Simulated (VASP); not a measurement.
Set up this calculation in VASP 6.6.1, as the native input.

| Item | Value |
| --- | --- |
| Task | single point |
| Functional | PBE |
| Potentials or basis | VASP PAW PBE potentials, release 64 (Na_pv, H, F) |
| Cutoff | 520 eV |
| k mesh | 8 × 8 × 2 |
| Occupations | gaussian, width 0.02 eV |
| Spin | no spin polarisation |
| Dipole correction | no |
| Further INCAR settings | ALGO = Normal; EDIFF = 1e-07; NBANDS = 39 |

The structure of Na6H5F lies in POSCAR:

```
Na6H5F
1.0
    3.3968536802      0.0000000000      0.0000000000
    0.0000000000      3.3968536802      0.0000000000
    0.0000000000      0.0000000000     14.4187890993
Na H F
6 5 1
Direct
    0.0000000000      0.0000000000      0.0000000000
    0.5000000000      0.5000000000      0.1636684737
    0.0000000000      0.0000000000      0.3319281358
    0.5000000000      0.5000000000      0.5000000000
    0.0000000000      0.0000000000      0.6680718642
    0.5000000000      0.5000000000      0.8363315263
    0.0000000000      0.0000000000      0.1646445901
    0.0000000000      0.0000000000      0.5000000000
    0.5000000000      0.5000000000      0.3318065765
    0.0000000000      0.0000000000      0.8353554099
    0.5000000000      0.5000000000      0.6681934235
    0.5000000000      0.5000000000      0.0000000000
```

One way to write it, as run:

INCAR

```
ALGO     = Normal         # electronic algorithm
EDIFF    = 1E-7           # SCF threshold, eV
ENCUT    = 520            # plane-wave cutoff, eV
GGA      = PE             # functional
ISIF     = 2              # what is computed and relaxed
ISMEAR   = 0              # smearing method
LASPH    = T              # aspherical terms in the spheres
LCHARG   = F              # write CHGCAR
LREAL    = F              # projectors in reciprocal space
LWAVE    = F              # write WAVECAR
NBANDS   = 39             # bands
NELM     = 100            # most SCF steps
PREC     = Accurate       # precision mode
SIGMA    = 0.02           # smearing width, eV
```

KPOINTS

```
k-points
0
Gamma
  8 8 2
```

Potentials or basis: VASP PAW PBE potentials, release 64 (Na_pv, H, F).

Run with:

```bash
$ cat potpaw_PBE.64/Na_pv/POTCAR potpaw_PBE.64/H/POTCAR potpaw_PBE.64/F/POTCAR > POTCAR
$ mpirun -np 1 vasp_std > vasp.out
```

It gave:

```yaml
Pressure: -0.1 GPa
Largest_force: 0.004 eV/Å
Band_gap_on_the_k_mesh: 3.87 eV (least direct gap 4.54 eV)
```

Wall time 2.7 min on 1 thread of Intel(R) Xeon(R) Platinum 8488C (Sapphire Rapids), on a shared host, peak memory 0.36 GiB.
